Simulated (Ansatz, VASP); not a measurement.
## Two plane-wave programs on ScSi2

```
Sc Si
1.0
     3.66000    0.00000    0.00000
    -1.83000    3.16965    0.00000
     0.00000    0.00000    3.87000
Sc Si
1 2
Direct
  0.00000 0.00000 0.00000
  0.66667 0.33333 0.50000
  0.33333 0.66667 0.50000
```

Alike in both runs: task single point; functional PBE; k mesh 8 × 8 × 7; occupations gaussian, width 0.02 eV; no spin polarisation.

|  | VASP | Ansatz |
| --- | --- | --- |
| version | VASP 6.6.1 | Ansatz 0.2.0 |
| potentials or method | VASP PAW PBE potentials, release 64 (Sc_sv, Si) | Ansatz PAW |
| plane-wave cutoff (eV) | 520 | 420 |
| valence electrons in the cell | 19 | 19 |

VASP gave:

```
gap on the k mesh at the Fermi level (eV)                     : none
pressure (GPa)                                                : 25.2
traceless stress, the component that is largest in VASP (GPa) : -24.10
```

Q: What did Ansatz give for the same quantities?

A: gap on the k mesh at the Fermi level (eV): none; pressure (GPa): 25.2; traceless stress, the component that is largest in VASP (GPa): -24.29.

A gap of «none» marks a metal or a gap that the smearing closes.
